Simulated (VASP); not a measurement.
# Si16O (a cell with a defect): single point with LDA

The system is Si16O (a cell with a defect).

```
CELL_PARAMETERS angstrom
0.00000 5.43000 5.43000
5.43000 0.00000 5.43000
5.43000 5.43000 0.00000
ATOMIC_POSITIONS crystal
Si 0.01871 0.00941 0.98589
Si 0.14926 0.15214 0.09600
Si 0.02906 0.02621 0.48630
Si 0.10961 0.17501 0.62945
Si 0.01370 0.50814 0.02346
Si 0.19928 0.64998 0.05611
Si 0.99041 0.53605 0.53863
Si 0.11348 0.64457 0.66687
Si 0.53129 0.99713 0.00753
Si 0.64384 0.12940 0.13338
Si 0.49626 0.01832 0.51177
Si 0.63868 0.12922 0.63651
Si 0.56261 0.50178 0.95099
Si 0.63750 0.63860 0.10716
Si 0.49376 0.51033 0.48773
Si 0.65541 0.65983 0.55908
O 0.14177 0.66972 0.30140
```

| Item | Value |
| --- | --- |
| Program | VASP 6.6.1 |
| Task | single point |
| Functional | LDA |
| Potentials or basis | VASP PAW LDA potentials, release 64 (Si, O) |
| Cutoff | 520 eV |
| k mesh | 2 × 2 × 2 |
| Occupations | fermi-dirac, width 0.02 eV |
| Spin | collinear spin, ferromagnetic start |
| Starting moments | [0.0, 0.0, 0.0, 0.0, 0.0, 0.0, 0.0, 0.0, 0.0, 0.0, 0.0, 0.0, 0.0, 0.0, 0.0, 0.0, 1.0] μB |

```json
{
 "Pressure": "0.1 GPa",
 "Largest force": "2.098 eV/Å",
 "Band gap on the k mesh": "0.33 eV",
 "Net moment": "0.00 μB per cell",
 "Valence electrons inside the program's atomic spheres": "Si 1.72, 1.69, 1.66, 1.74, 1.75, 1.67, 1.73, 1.70, 1.68, 1.71 (each value once); O 5.07"
}
```

Forces in eV/Å, atoms in the order of the input:
```
Si   0.685  0.091  0.530
Si  -0.532  1.334 -1.263
Si   0.133 -0.600 -0.738
Si  -1.511  0.012  0.214
Si   1.048  0.232 -0.081
Si   1.658  0.601 -0.554
Si  -0.704 -0.072  1.561
Si  -0.094 -0.040  1.731
Si   0.709 -1.238  0.223
Si   0.013  0.111  0.111
Si   0.593 -0.393  0.640
Si  -0.544 -0.228  0.871
Si  -0.658 -0.350  0.303
Si  -0.033  1.056 -0.653
Si   0.193  0.484  0.024
Si   0.572 -0.500 -1.956
O   -1.528 -0.500 -0.963
```

Stress tensor (GPa, compression positive):
```
-0.40 -0.07  0.76
-0.07  1.21 -1.48
 0.76 -1.48 -0.52
```

Levels at points of the mesh, in eV from the valence-band top:
Spin up:
| k point | band 31 | band 32 | band 33 | band 34 | band 35 | band 36 | band 37 | band 38 | band 39 | band 40 |
| --- | --- | --- | --- | --- | --- | --- | --- | --- | --- | --- |
| (0.00, 0.00, 0.00) | -1.02 | -0.90 | -0.37 | -0.22 | 0.00 | 0.33 | 0.40 | 0.66 | 0.91 | 0.98 |
| (0.50, 0.00, 0.00) | -1.63 | -1.10 | -0.78 | -0.75 | -0.58 | 0.87 | 1.08 | 1.43 | 1.47 | 1.61 |
| (0.00, 0.50, 0.00) | -1.41 | -1.28 | -0.99 | -0.56 | -0.36 | 0.96 | 1.29 | 1.44 | 1.46 | 1.80 |
| (0.00, 0.00, 0.50) | -1.48 | -0.85 | -0.65 | -0.61 | -0.44 | 0.91 | 1.02 | 1.20 | 1.25 | 1.51 |
| (0.50, 0.50, 0.50) | -1.56 | -1.25 | -1.01 | -0.67 | -0.32 | 1.06 | 1.14 | 1.29 | 1.49 | 1.66 |
| (0.50, 0.50, 0.00) | -1.50 | -1.48 | -1.22 | -0.97 | -0.55 | 0.99 | 1.17 | 1.84 | 2.10 | 2.33 |
| (0.00, 0.50, 0.50) | -1.51 | -1.43 | -1.32 | -1.05 | -0.97 | 1.02 | 1.30 | 2.00 | 2.08 | 2.19 |
| (0.50, 0.00, 0.50) | -1.54 | -1.26 | -1.15 | -1.09 | -0.90 | 1.11 | 1.30 | 2.04 | 2.17 | 2.34 |
Spin down:
```tsv
k point	band 31	band 32	band 33	band 34	band 35	band 36	band 37	band 38	band 39	band 40
(0.00, 0.00, 0.00)	-1.02	-0.90	-0.37	-0.22	0.00	0.33	0.40	0.66	0.91	0.98
(0.50, 0.00, 0.00)	-1.63	-1.10	-0.78	-0.75	-0.58	0.87	1.08	1.43	1.47	1.61
(0.00, 0.50, 0.00)	-1.41	-1.28	-0.99	-0.56	-0.36	0.96	1.29	1.44	1.46	1.80
(0.00, 0.00, 0.50)	-1.48	-0.85	-0.65	-0.61	-0.44	0.91	1.02	1.20	1.25	1.51
(0.50, 0.50, 0.50)	-1.56	-1.25	-1.01	-0.67	-0.32	1.06	1.14	1.29	1.49	1.66
(0.50, 0.50, 0.00)	-1.50	-1.48	-1.22	-0.97	-0.55	0.99	1.17	1.84	2.10	2.33
(0.00, 0.50, 0.50)	-1.51	-1.43	-1.32	-1.05	-0.97	1.02	1.30	2.00	2.08	2.19
(0.50, 0.00, 0.50)	-1.54	-1.26	-1.15	-1.09	-0.90	1.11	1.30	2.04	2.17	2.34
```

Run time: 3.8 min on 1 thread of Intel(R) Xeon(R) 6975P-C (Granite Rapids), on a shared host, peak memory 0.48 GiB.

Caveat: the k points lie up to 0.50 Å⁻¹ apart; the atoms stand as in a frame of molecular dynamics.
